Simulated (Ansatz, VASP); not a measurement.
## One calculation of Ca2TaO3, two programs

```
CELL_PARAMETERS angstrom
4.25665 0.00000 0.00000
-2.12832 3.68637 0.00000
0.00000 0.00000 6.83404
ATOMIC_POSITIONS crystal
Ca 0.66667 0.33333 0.74363
Ca 0.33333 0.66667 0.25637
Ta 0.00000 0.00000 0.00000
O 0.66667 0.33333 0.35759
O 0.33333 0.66667 0.64241
O 0.00000 0.00000 0.50000
```

Change from the starting cell: species swapped into the Li3LaBi2 type (P-3m1, No. 164).

Alike in both runs: task single point; functional PBE; k mesh 6 × 6 × 4; occupations gaussian, width 0.1 eV; no spin polarisation.

|  | VASP | Ansatz |
| --- | --- | --- |
| version | VASP 6.6.1 | Ansatz 0.2.0 |
| potentials or method | VASP PAW PBE potentials, release 64 (Ca_sv, Ta_pv, O), cutoff 600 eV | scalar-relativistic, plane waves, PAW |
| valence electrons in the cell | 49 | 51 |

VASP gave:

* gap on the k mesh at the Fermi level (eV): none
* pressure (GPa): -6.5
* traceless stress, the component that is largest in VASP (GPa): -4.23
* rms of the force components (eV/Å): 1.697

Q: Estimate Ansatz's values.

A: gap on the k mesh at the Fermi level (eV): none; pressure (GPa): -6.5; traceless stress, the component that is largest in VASP (GPa): -4.21; rms of the force components (eV/Å): 1.701.

Atom by atom the forces differ by 0.005 eV/Å (rms over components). A gap of «none» marks a metal or a gap that the smearing closes. VASP's potentials hold 49 valence electrons a cell and Ansatz's 51, so a difference there can come from the potentials and not from the codes.

Neither program's run includes spin-orbit coupling.
